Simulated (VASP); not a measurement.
Wanted: the native input for a VASP 6.6.1 run.

```yaml
Task: single point
Functional: PBE
Potentials_or_basis: VASP PAW PBE potentials, release 64 (As_d)
Cutoff: 510 eV
k_mesh: 9 × 9 × 9
Occupations: fermi-dirac, width 0.05 eV
Spin: no spin polarisation
Dipole_correction: no
Further_INCAR_settings: ALGO = Normal; EDIFF = 1e-06; NBANDS = 22
```

The structure of As lies in POSCAR:

```
As
1.0
    1.8836324088      1.0875156783      3.3161077580
   -1.8836324088      1.0875156783      3.3161077580
    0.0000000000     -2.1750313566      3.3161077580
As
2
Direct
    0.2312745269      0.2312745269      0.2312745269
    0.7687254731      0.7687254731      0.7687254731
```

One way to write it, as run:

INCAR

```
SYSTEM = As
  PREC = Accurate
  ENCUT = 510
  EDIFF = 1E-6
  ISMEAR = -1
  SIGMA = 0.05
  LREAL = .FALSE.
  LASPH = .TRUE.
  NELM = 120
  ALGO = Normal
  ISIF = 2
  LWAVE = .FALSE.
  LCHARG = .FALSE.
  GGA = PE
  NBANDS = 22
  GGA_COMPAT = .FALSE.
```

KPOINTS

```
regular mesh
0
G
  9 9 9
  0 0 0
```

Potentials or basis: VASP PAW PBE potentials, release 64 (As_d).

Command:

```console
$ cat potpaw_PBE.64/As_d/POTCAR > POTCAR
$ mpirun -np 1 vasp_std > vasp.out
```

It gave:

The pressure is 5.1 GPa and the largest force is 0.012 eV/Å.

Caveat: the cell stands under pressure.

Run time: 29 s on 1 thread of Intel(R) Xeon(R) 6975P-C (Granite Rapids) (shared host), peak memory 0.2 GiB.
